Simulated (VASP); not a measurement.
Here is a VASP 6.6.1 calculation.

INCAR

```
SYSTEM = Rb2Pt
  PREC = Accurate
  ENCUT = 520
  EDIFF = 1E-7
  ISMEAR = 0
  SIGMA = 0.1
  LREAL = .False.
  LASPH = .True.
  NELM = 60
  ALGO = Normal
  ISIF = 2
  LWAVE = .False.
  LCHARG = .False.
  GGA = PE
  NBANDS = 21
```

File KPOINTS:

```
regular mesh
0
Gamma
  6 6 2
  0 0 0
```

Contents of POSCAR:

```
Rb2Pt
1.0
    5.2018355648      0.0000000000      0.0000000000
   -2.6009177824      4.5049217454      0.0000000000
    0.0000000000      0.0000000000      8.2604054147
Rb Pt
2 1
Direct
    0.6666666667      0.3333333333      0.8335392321
    0.3333333333      0.6666666667      0.1664607679
    0.0000000000      0.0000000000      0.0000000000
```

Potentials or basis: VASP PAW PBE potentials, release 64 (Rb_sv, Pt).

Launch:

```bash
$ cat potpaw_PBE.64/Rb_sv/POTCAR potpaw_PBE.64/Pt/POTCAR > POTCAR
$ mpirun -np 1 vasp_std > vasp.out
```

Task: Predict the band gap on the k mesh.

Result: 0.57 eV (least direct gap 0.63 eV).

Task: What does it give for the largest force?

Result: 0.023 eV/Å.

Forces on the atoms (eV/Å):
```
Rb   0.000  0.000 -0.023
Rb   0.000  0.000  0.023
Pt   0.000  0.000  0.000
```

Caveat: spin-orbit coupling is left out, which moves the levels of the heavy elements. A k mesh can miss the band edges.
